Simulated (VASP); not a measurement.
# AlAs (ae) (F-43m) in VASP: single point with PBEsol

Aim: the single point of AlAs (ae) with PBEsol.

All numbers are computed with VASP 6.6.1; they aren't measurements. Logs are shortened: lines on timing, memory, paths and dates and some standing lists are left out, and cuts for length are marked.

## Step 1: The cell of the first run

Symmetry: F-43m, No. 216, cubic system. The conventional cell has a = 5.675 Å, b = 5.675 Å, c = 5.675 Å, α = 90.00°, β = 90.00°, γ = 90.00°. Al (site symmetry -43m) has 4 As at 2.46 Å within 3.2 Å. As (site symmetry -43m) has 4 Al at 2.46 Å within 3.2 Å.

## Step 2: Single point, PBEsol

File INCAR:

```
PREC = Accurate
ENCUT = 500
EDIFF = 1E-6
ISMEAR = 0
SIGMA = 0.02
LREAL = False
LASPH = True
NELM = 120
ALGO = Normal
ISIF = 2
LWAVE = False
LCHARG = False
GGA = PS
NBANDS = 11
GGA_COMPAT = False
```

File KPOINTS:

```
regular mesh
0
Gamma
  8 8 8
```

File POSCAR:

```
AlAs
1.0
    0.0000000000      2.8373087723      2.8373087723
    2.8373087723      0.0000000000      2.8373087723
    2.8373087723      2.8373087723      0.0000000000
Al As
1 1
Direct
    0.0000000000      0.0000000000      0.0000000000
    0.2500000000      0.2500000000      0.2500000000
```

Potentials or basis: VASP PAW PBE potentials, release 64 (Al, As).

Launch:

```
$ cat potpaw_PBE.64/Al/POTCAR potpaw_PBE.64/As/POTCAR > POTCAR
$ mpirun -np 1 vasp_std > vasp.out
```

OUTCAR:

```text
PREC = Accurate
   ENCUT = 500
   EDIFF = 1E-6
   ISMEAR = 0
   LREAL = False
   LASPH = True
   NELM = 120
   ISIF = 2
   GGA = PS

 ion  position               nearest neighbor table
   1  0.000  0.000  0.000-   2 2.46   2 2.46   2 2.46   2 2.46
   2  0.250  0.250  0.250-   1 2.46   1 2.46   1 2.46   1 2.46

  LATTYP: Found a face centered cubic cell.
 ALAT       =     5.6746175446

  Lattice vectors:

 A1 = (   0.0000000000,   2.8373087723,   2.8373087723)
 A2 = (   2.8373087723,   0.0000000000,   2.8373087723)
 A3 = (   2.8373087723,   2.8373087723,   0.0000000000)

Analysis of symmetry for initial positions (statically):
=====================================================================
 Subroutine PRICEL returns:
 Original cell was already a primitive cell.

 Routine SETGRP: Setting up the symmetry group for a
 face centered cubic supercell.

 Subroutine GETGRP returns: Found 24 space group operations
 (whereof 24 operations were pure point group operations)
 out of a pool of 48 trial point group operations.

The static configuration has the point symmetry T_d .

Analysis of symmetry for dynamics (positions and initial velocities):
=====================================================================
 Subroutine PRICEL returns:
 Original cell was already a primitive cell.

 Routine SETGRP: Setting up the symmetry group for a
 face centered cubic supercell.

 Subroutine GETGRP returns: Found 24 space group operations
 (whereof 24 operations were pure point group operations)
 out of a pool of 48 trial point group operations.

The dynamic configuration has the point symmetry T_d .

 Subroutine INISYM returns: Found 24 space group operations
 (whereof 24 operations are pure point group operations),
 and found     1 'primitive' translations

----------------------------------------------------------------------------------------

                                     Primitive cell

  volume of cell :      45.6825

  direct lattice vectors                    reciprocal lattice vectors
     0.000000000  2.837308772  2.837308772    -0.176223330  0.176223330  0.176223330
     2.837308772  0.000000000  2.837308772     0.176223330 -0.176223330  0.176223330
     2.837308772  2.837308772  0.000000000     0.176223330  0.176223330 -0.176223330

  length of vectors
     4.012560546  4.012560546  4.012560546     0.305227761  0.305227761  0.305227761

  position of ions in fractional coordinates (direct lattice)
[... 82 lines left out ...]
   NSW    =      0    number of steps for IOM
   IBRION =     -1    ionic relax: 0-MD 1-quasi-New 2-CG
   NFREE  =      0    steps in history (QN), initial steepest desc. (CG)
   ISIF   =      2    stress and relaxation
   ISYM   =      2    0-nonsym 1-usesym 2-fastsym
   POTIM  = 0.5000    time-step for ionic-motion
   TEBEG  =    0.0;   TEEND  =   0.0 temperature during run
   PSTRESS=    0.0 pullay stress
   NELECT =       8.0000    total number of electrons
   NUPDOWN=      -1.0000    fix difference up-down
   EMIN   =  10.00;   EMAX   =-10.00  energy-range for DOS
   EFERMI =   0.00;   METHOD = LEGACY
   ISMEAR =     0;   SIGMA  =   0.02  broadening in eV -4-tet -1-fermi 0-gaus
   EFERMI_NEDOS =   21; number of points for ismear=-14 and -15
   IALGO  =     38    algorithm
   IMIX   =      4    mixing-type and parameters
     AMIX     =   0.40;   BMIX     =  1.00
     AMIX_MAG =   1.60;   BMIX_MAG =  1.00
  volume/ion in A,a.u.               =      22.84       154.14
  Fermi-wavevector in a.u.,A,eV,Ry     =   0.915914  1.730827 11.413917  0.838899
  Thomas-Fermi vector in A             =   2.040710
   LORBIT       =      0    0 simple, 1 ext, 2 COOP (PROOUT), +10 PAW based schemes
   GGA     = PS    functional components
   LHFCALC =     F    Hartree Fock is set to
   AEXX    =    0.0000 exact exchange contribution
   IVDW    =     0    specifies the selected vdW correction
   LEPSILON=     F    determine dielectric tensor
   LRPA    =     F    only Hartree local field effects (RPA)
 non-spin polarized calculation
 Gauss-broadening in eV      SIGMA  =   0.02
  energy-cutoff  :      500.00
  volume of cell :       45.68
 maximum number of plane-waves:      1211
 NGX is ok and might be reduce to    30
   NGX = 15   NGY = 15   NGZ = 15

 number of electron       8.0000000 magnetization

 Free energy of the ion-electron system (eV)
  ---------------------------------------------------
  ext. energy  EPLUGINS =         0.00000000
  ---------------------------------------------------
  free energy    TOTEN  =       -10.06468326 eV

  energy without entropy =      -10.06468326  energy(sigma->0) =      -10.06468326

 E-fermi :   3.8260     XC(G=0):  -9.1675

 val. band max:        3.7402373032   @ k =   0.0000   0.0000   0.0000
 cond. band min:       5.0717695743   @ k =   0.5000   0.5000   0.0000
 fundamental gap:      1.3315322712
 Fermi energy:         3.8259930754

 k-point     1 :       0.0000    0.0000    0.0000
  band No.  band energies     occupation
      1      -8.1059      2.00000
      2       3.7402      2.00000
      3       3.7402      2.00000
      4       3.7402      2.00000
      5       5.6630      0.00000
      6       7.9908      0.00000
      7       7.9908      0.00000
      8       7.9908      0.00000
      9      12.4110      0.00000
     10      12.7161      0.00000
     11      12.7161      0.00000
[... 309 lines left out ...]
 k-point    24 :      -0.3750    0.2500    0.1250
  band No.  band energies     occupation
      1      -6.4355      2.00000
      2      -1.5151      2.00000
      3       1.0419      2.00000
      4       2.1978      2.00000
      5       7.3346      0.00000
      6       7.8966      0.00000
      7      10.3546      0.00000
      8      11.2854      0.00000
      9      12.0073      0.00000
     10      14.6283      0.00000
     11      15.8926      0.00000

 [... further k-points ...]
[... 5 lines left out ...]
  --------------------------------------------------------------------------------------
  -------------------------------------------------------------------------------------
  Total        0.0776414      0.0776414      0.0776414      0.0000000     -0.0000000     -0.0000000
  in kB        2.7230403      2.7230403      2.7230403      0.0000000     -0.0000000     -0.0000000
  external PRESSURE =       2.7230403 kB  Pullay stress =       0.0000000 kB

 VOLUME and BASIS-vectors are now :
 -----------------------------------------------------------------------------
  energy-cutoff  :      500.00
  volume of cell :       45.68
      direct lattice vectors                 reciprocal lattice vectors
     0.000000000  2.837308772  2.837308772    -0.176223330  0.176223330  0.176223330
     2.837308772  0.000000000  2.837308772     0.176223330 -0.176223330  0.176223330
     2.837308772  2.837308772  0.000000000     0.176223330  0.176223330 -0.176223330

 POSITION                                       TOTAL-FORCE (eV/Angst)
 -----------------------------------------------------------------------------------
      0.00000      0.00000      0.00000         0.000000      0.000000      0.000000
      1.41865      1.41865      1.41865        -0.000000     -0.000000     -0.000000
 -----------------------------------------------------------------------------------
    total drift:                                0.000000      0.000000      0.000000

  FREE ENERGIE OF THE ION-ELECTRON SYSTEM (eV)
  ---------------------------------------------------
  free  energy   TOTEN  =       -10.0646832644 eV

  energy  without entropy=      -10.0646832644  energy(sigma->0) =      -10.06468326
```

OSZICAR:

```text
N       E                     dE             d eps       ncg     rms          rms(c)
DAV:   1     0.123320072820E+02    0.12332E+02   -0.30298E+03   646   0.538E+02
DAV:   2    -0.944778864145E+01   -0.21780E+02   -0.20603E+02   804   0.842E+01
DAV:   3    -0.103238798465E+02   -0.87609E+00   -0.87477E+00   800   0.173E+01
DAV:   4    -0.103307658134E+02   -0.68860E-02   -0.68852E-02   744   0.185E+00
DAV:   5    -0.103309057375E+02   -0.13992E-03   -0.13992E-03   782   0.252E-01    0.325E+00
DAV:   6    -0.101127844760E+02    0.21812E+00   -0.35078E-01   698   0.211E+00    0.185E+00
DAV:   7    -0.100663645091E+02    0.46420E-01   -0.17201E-01   736   0.158E+00    0.650E-01
DAV:   8    -0.100646172641E+02    0.17472E-02   -0.10862E-02   710   0.485E-01    0.936E-02
DAV:   9    -0.100646333638E+02   -0.16100E-04   -0.50173E-04   743   0.120E-01    0.447E-02
DAV:  10    -0.100646793877E+02   -0.46024E-04   -0.50425E-05   706   0.390E-02    0.937E-03
DAV:  11    -0.100646834159E+02   -0.40282E-05   -0.69954E-06   750   0.132E-02    0.498E-03
DAV:  12    -0.100646832644E+02    0.15159E-06   -0.12654E-06   472   0.490E-03
   1 F= -.10064683E+02 E0= -.10064683E+02  d E =-.685050E-12
```

Wall time 12 s (1 thread of Intel Xeon Platinum 8259CL at 2.50GHz (Skylake/Cascade Lake), shared host); peak memory 0.17 GiB.

Results:

```
Free energy            : -10.0647 eV
Pressure               : 0.3 GPa
Band gap on the k mesh : 1.33 eV, indirect (least direct gap 1.92 eV)
```

Levels at points of the mesh, in eV from the valence-band top:
| k point | band 2 | band 3 | band 4 | band 5 | band 6 | band 7 |
| --- | --- | --- | --- | --- | --- | --- |
| (0.00, 0.00, 0.00) | 0.00 | 0.00 | 0.00 | 1.92 | 4.25 | 4.25 |
| (0.50, 0.00, 0.00) | -5.57 | -0.82 | -0.82 | 2.05 | 4.63 | 4.63 |
| (0.50, 0.50, 0.00) | -5.42 | -2.17 | -2.17 | 1.33 | 2.22 | 10.23 |

Caveat: the PAW data sets were made with another functional, which shifts forces and pressure a little. As with any semilocal functional, this PBEsol gap is likely too small.
